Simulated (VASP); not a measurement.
# Ba in VASP: a series of runs, part 2 of 2

VASP 6.6.1. The steps go on from the part before.

## 3. Single point, PBE

INCAR

```
ALGO = Normal
DIPOL = 0.5 0.5 0.500
EDIFF = 1E-7
EFIELD = -0.2
ENCUT = 520
GGA = PE
IDIPOL = 3
ISIF = 2
ISMEAR = -1
LASPH = True
LCHARG = False
LDIPOL = True
LREAL = False
LWAVE = False
NBANDS = 33
NELM = 80
PREC = Accurate
SIGMA = 0.1
```

KPOINTS

```
k-points
0
Gamma
  6 6 1
```

POSCAR

```
Ba
1.0
    7.1064158584      0.0000000000      0.0000000000
   -3.5532079292      6.1543366632      0.0000000000
    0.0000000000      0.0000000000     25.8024000000
Ba
5
Direct
    0.8333333333      0.1666666667      0.3825801834
    0.1666666667      0.8333333333      0.4557972596
    0.5000000000      0.5000000000      0.5000000033
    0.8333333333      0.1666666667      0.5442027401
    0.1666666667      0.8333333333      0.6174198136
```

Potentials or basis: VASP PAW PBE potentials, release 64 (Ba_sv).

The run is started by

```bash
$ cat potpaw_PBE.64/Ba_sv/POTCAR > POTCAR
$ mpirun -np 1 vasp_std > vasp.out
```

OUTCAR:

```text
EDIFF = 1E-7
   ENCUT = 520
   GGA = PE
   ISIF = 2
   ISMEAR = -1
   LASPH = True
   LREAL = False
   NELM = 80
   PREC = Accurate

 ion  position               nearest neighbor table
   1  0.833  0.167  0.383-   4 4.17   2 4.52   2 4.52   2 4.52
   2  0.167  0.833  0.456-   5 4.17   3 4.26   3 4.26   3 4.26   1 4.52   1 4.52   1 4.52   4 4.69
                             4 4.69   4 4.69
   3  0.500  0.500  0.500-   4 4.26   4 4.26   4 4.26   2 4.26   2 4.26   2 4.26
   4  0.833  0.167  0.544-   1 4.17   3 4.26   3 4.26   3 4.26   5 4.52   5 4.52   5 4.52   2 4.69
                             2 4.69   2 4.69
   5  0.167  0.833  0.617-   2 4.17   4 4.52   4 4.52   4 4.52

  LATTYP: Found a hexagonal cell.
 ALAT       =     7.1064158584
 C/A-ratio  =     3.6308598475

  Lattice vectors:

 A1 = (   7.1064158584,   0.0000000000,   0.0000000000)
 A2 = (  -3.5532079292,   6.1543366632,   0.0000000000)
 A3 = (   0.0000000000,   0.0000000000,  25.8024000000)

Analysis of symmetry for initial positions (statically):
=====================================================================
 Subroutine PRICEL returns:
 Original cell was already a primitive cell.

 Routine SETGRP: Setting up the symmetry group for a
 hexagonal supercell.

 Subroutine GETGRP returns: Found 12 space group operations
 (whereof  4 operations were pure point group operations)
 out of a pool of 24 trial point group operations.

The static configuration has the point symmetry C_2h.
 The point group associated with its full space group is D_3d.

Analysis of symmetry for dynamics (positions and initial velocities):
=====================================================================
 An external electric field (EFIELD) may reduce the allowed symmetry operations
 Subroutine PRICEL returns:
 Original cell was already a primitive cell.

 Routine SETGRP: Setting up the symmetry group for a
 hexagonal supercell.

 Subroutine GETGRP returns: Found  6 space group operations
 (whereof  2 operations were pure point group operations)
 out of a pool of 24 trial point group operations.

The dynamic configuration has the point symmetry C_1h.
 The point group associated with its full space group is C_3v.

 Subroutine INISYM returns: Found  6 space group operations
 (whereof  2 operations are pure point group operations),
 and found     1 'primitive' translations

----------------------------------------------------------------------------------------

                                     Primitive cell

  volume of cell :    1128.4751

  direct lattice vectors                    reciprocal lattice vectors
     7.106415858  0.000000000  0.000000000     0.140717912  0.081243524  0.000000000
    -3.553207929  6.154336663  0.000000000     0.000000000  0.162487049  0.000000000
     0.000000000  0.000000000 25.802400000     0.000000000  0.000000000  0.038756085

  length of vectors
     7.106415858  7.106415858 25.802400000     0.162487049  0.162487049  0.038756085

  position of ions in fractional coordinates (direct lattice)
     0.833333333  0.166666667  0.382580183
     0.166666667  0.833333333  0.455797260
     0.500000000  0.500000000  0.500000003
     0.833333333  0.166666667  0.544202740
     0.166666667  0.833333333  0.617419814

  ion indices of the primitive-cell ions
   primitive index   ion index
                 1           1
                 2           2
[... 39 lines left out ...]
   k-points           NKPTS =      7   k-points in BZ     NKDIM =      7   number of bands    NBANDS=     33
   number of dos      NEDOS =    301   number of ions     NIONS =      5
   total plane-waves  NPLWV = 559872
   dimension x,y,z NGX =    54 NGY =   54 NGZ =  192
   dimension x,y,z NGXF=   108 NGYF=  108 NGZF=  384
   ions per type =               5
   NGX,Y,Z   is equivalent  to a cutoff of  12.63, 12.63, 12.37 a.u.
   NGXF,Y,Z  is equivalent  to a cutoff of  25.27, 25.27, 24.74 a.u.
 SYSTEM =  unknown system
   PREC   = accura    normal or accurate (medium, high low for compatibility)
   ISTART =      0    job   : 0-new  1-cont  2-samecut
   ICHARG =      2    charge: 1-file 2-atom 10-const
   ISPIN  =      1    spin polarized calculation?
   LNONCOLLINEAR =      F non collinear calculations
   LSORBIT =      F    spin-orbit coupling
   LASPH  =      T    aspherical Exc in radial PAW
   ENCUT  =  520.0 eV  38.22 Ry    6.18 a.u.  13.21 13.21 47.98*2*pi/ulx,y,z
   NELM   =     80;   NELMIN=  2; NELMDL= -5     # of ELM steps
   EDIFF  = 0.1E-06   stopping-criterion for ELM
   LREAL  =      F    real-space projection
   EDIFFG = 0.1E-05   stopping-criterion for IOM
   NSW    =      0    number of steps for IOM
   IBRION =     -1    ionic relax: 0-MD 1-quasi-New 2-CG
   NFREE  =      0    steps in history (QN), initial steepest desc. (CG)
   ISIF   =      2    stress and relaxation
   ISYM   =      2    0-nonsym 1-usesym 2-fastsym
   POTIM  = 0.5000    time-step for ionic-motion
   TEBEG  =    0.0;   TEEND  =   0.0 temperature during run
   PSTRESS=    0.0 pullay stress
   NELECT =      50.0000    total number of electrons
   NUPDOWN=      -1.0000    fix difference up-down
   EMIN   =  10.00;   EMAX   =-10.00  energy-range for DOS
   EFERMI =   0.00;   METHOD = LEGACY
   ISMEAR =    -1;   SIGMA  =   0.10  broadening in eV -4-tet -1-fermi 0-gaus
   EFERMI_NEDOS =   21; number of points for ismear=-14 and -15
   IALGO  =     38    algorithm
   IMIX   =      4    mixing-type and parameters
     AMIX     =   0.40;   BMIX     =  1.00
     AMIX_MAG =   1.60;   BMIX_MAG =  1.00
  volume/ion in A,a.u.               =     225.70      1523.07
  Fermi-wavevector in a.u.,A,eV,Ry     =   0.579296  1.094711  4.565902  0.335584
  Thomas-Fermi vector in A             =   1.622947
   LORBIT       =      0    0 simple, 1 ext, 2 COOP (PROOUT), +10 PAW based schemes
   GGA     = PE    functional components
   LHFCALC =     F    Hartree Fock is set to
   AEXX    =    0.0000 exact exchange contribution
   IVDW    =     0    specifies the selected vdW correction
   LEPSILON=     F    determine dielectric tensor
   LRPA    =     F    only Hartree local field effects (RPA)
 non-spin polarized calculation
  energy-cutoff  :      520.00
  volume of cell :     1128.48
 maximum number of plane-waves:     30429
 NGX is ok and might be reduce to    54
   NGX = 27   NGY = 27   NGZ = 95

 dipolmoment           0.000000      0.000000      0.000000 electrons x Angstroem

 number of electron      49.9999992 magnetization

 dipolmoment           0.000000      0.000000     -0.528786 electrons x Angstroem

 Free energy of the ion-electron system (eV)
  ---------------------------------------------------
  ext. energy  EPLUGINS =         0.00000000
  ---------------------------------------------------
  free energy    TOTEN  =        -7.64538992 eV

  energy without entropy =       -7.34742897  energy(sigma->0) =       -7.49640945

 E-fermi :  -1.1645     XC(G=0):  -2.8714

 val. band max:       -1.1918797110   @ k =   0.1667   0.1667   0.0000
 cond. band min:      -1.1051410773   @ k =   0.1667   0.1667   0.0000
 fundamental gap:      0.0867386336
 Fermi energy:        -1.1645060270

 k-point     1 :       0.0000    0.0000    0.0000
  band No.  band energies     occupation
      1     -30.9789      2.00000
      2     -30.9589      2.00000
      3     -30.1199      2.00000
      4     -30.0916      2.00000
      5     -30.0667      2.00000
      6     -16.1430      2.00000
[... 241 lines left out ...]
     32      -0.2371      0.00019
     33      -0.2361      0.00019

------------------------ aborting loop because EDIFF is reached ----------------------------------------

 vacuum level on the upper side and lower side of the slab       (xc-potential included)         1.359        -1.585

  FORCE on cell =-STRESS in cart. coord.  units (eV):
  Direction    XX          YY          ZZ          XY          YZ          ZX
  --------------------------------------------------------------------------------------
  -------------------------------------------------------------------------------------
  Total       -1.1408574     -1.1408574      0.0796182      0.0000000      0.0000000      0.0000000
  in kB       -1.6197574     -1.6197574      0.1130397      0.0000000      0.0000000      0.0000000
  external PRESSURE =      -1.0421584 kB  Pullay stress =       0.0000000 kB

 VOLUME and BASIS-vectors are now :
 -----------------------------------------------------------------------------
  energy-cutoff  :      520.00
  volume of cell :     1128.48
      direct lattice vectors                 reciprocal lattice vectors
     7.106415858  0.000000000  0.000000000     0.140717912  0.081243524  0.000000000
    -3.553207929  6.154336663  0.000000000     0.000000000  0.162487049  0.000000000
     0.000000000  0.000000000 25.802400000     0.000000000  0.000000000  0.038756085

 POSITION                                       TOTAL-FORCE (eV/Angst)
 -----------------------------------------------------------------------------------
      5.32981      1.02572      9.87149        -0.000000      0.000000     -0.010097
     -1.77660      5.12861     11.76066         0.000000      0.000000     -0.026218
      1.77660      3.07717     12.90120         0.000000      0.000000     -0.003580
      5.32981      1.02572     14.04174        -0.000000     -0.000000      0.007384
     -1.77660      5.12861     15.93091        -0.000000      0.000000      0.032511
 -----------------------------------------------------------------------------------
    total drift:                               -0.000001      0.000001      0.000015

  FREE ENERGIE OF THE ION-ELECTRON SYSTEM (eV)
  ---------------------------------------------------
  free  energy   TOTEN  =        -7.6453899237 eV

  energy  without entropy=       -7.3474289704  energy(sigma->0) =       -7.49640945

 vacuum level on the upper side and lower side of the slab         2.563        -0.337
```

stdout:

```text
POSCAR found type information on POSCAR Ba
 POSCAR found :  1 types and       5 ions
 scaLAPACK will be used
 LDA part: xc-table for (Slater+PW92), standard interpolation
 POSCAR, INCAR and KPOINTS ok, starting setup
 FFT: planning ... GRIDC
 FFT: planning ... GRID_SOFT
 FFT: planning ... GRID
 WAVECAR not read
 entering main loop
```

Run time: 12 min. Hardware: 1 thread of Intel Xeon Platinum 8375C at 2.90GHz (Ice Lake), shared host; peak memory 1 GiB.

Results:

- Free energy: -7.6454 eV
- Largest force: 0.033 eV/Å
- Band gap on the k mesh: 0.09 eV, direct

Forces in eV/Å, atoms in the order of the input:
```
Ba   0.000  0.000 -0.010
Ba   0.000  0.000 -0.026
Ba   0.000  0.000 -0.004
Ba   0.000  0.000  0.007
Ba   0.000  0.000  0.033
```

Caveat: spin-orbit coupling is left out, which moves the levels of the heavy elements.
